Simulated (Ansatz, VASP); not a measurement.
**Two plane-wave programs on Ti**

The input INCAR:

```
SYSTEM = Ti
  PREC = Accurate
  ENCUT = 520
  EDIFF = 1E-6
  ISMEAR = 0
  SIGMA = 0.15
  LREAL = .FALSE.
  LASPH = .TRUE.
  NELM = 60
  ALGO = Fast
  ISIF = 2
  LWAVE = .FALSE.
  LCHARG = .FALSE.
  NBANDS = 12
```

KPOINTS

```
regular mesh
0
G
  22 22 22
  0 0 0
```

File POSCAR:

```
Ti
1.0
    0.0000000000      1.8744614277      2.1874964862
    1.8744614277      0.0000000000      2.1874964862
    1.8744614277      1.8744614277      0.0000000000
Ti
1
Direct
    0.0000000000      0.0000000000      0.0000000000
```

Input for Ansatz:

```yaml
crystal:
  lattice:
    - [0.0, 1.8744614277, 2.1874964862]
    - [1.8744614277, 0.0, 2.1874964862]
    - [1.8744614277, 1.8744614277, 0.0]
  atoms:
    - { symbol: Ti, position: [0.0, 0.0, 0.0] }
basis:
  ecutwfc: 520.0
kpoints:
  mp_grid: { grid: [22, 22, 22] }
hamiltonian:
  xc: lda
  pseudopotentials: { kind: paw, azcp: { folder: soft_1 } }
scf:
  occupations: { method: gaussian, width: 0.15 }
output:
  forces: true
  stress: true
  eigenvalues: true
```

Alike in both runs: task single point; functional LDA; k mesh 22 × 22 × 22; occupations gaussian, width 0.15 eV; no spin polarisation.

|  | VASP | Ansatz |
| --- | --- | --- |
| version | VASP 6.6.1 | Ansatz 0.2.0 |
| potentials or method | VASP PAW LDA potentials, release 64 (Ti_sv), cutoff 520 eV | scalar-relativistic, plane waves, PAW |
| valence electrons in the cell | 12 | 12 |

```tsv
	VASP	Ansatz	Ansatz less VASP
gap on the k mesh at the Fermi level (eV)	none	none	-
pressure (GPa)	4.6	4.8	+0.21
traceless stress, the component that is largest in VASP (GPa)	-2.02	-1.96	+0.055
```

Ansatz warns that its potentials were made for another functional, while VASP's fit it. LDA's correlation is that of Perdew and Zunger in VASP and of Perdew and Wang (1992) in Ansatz. A gap of «none» marks a metal or a gap that the smearing closes.
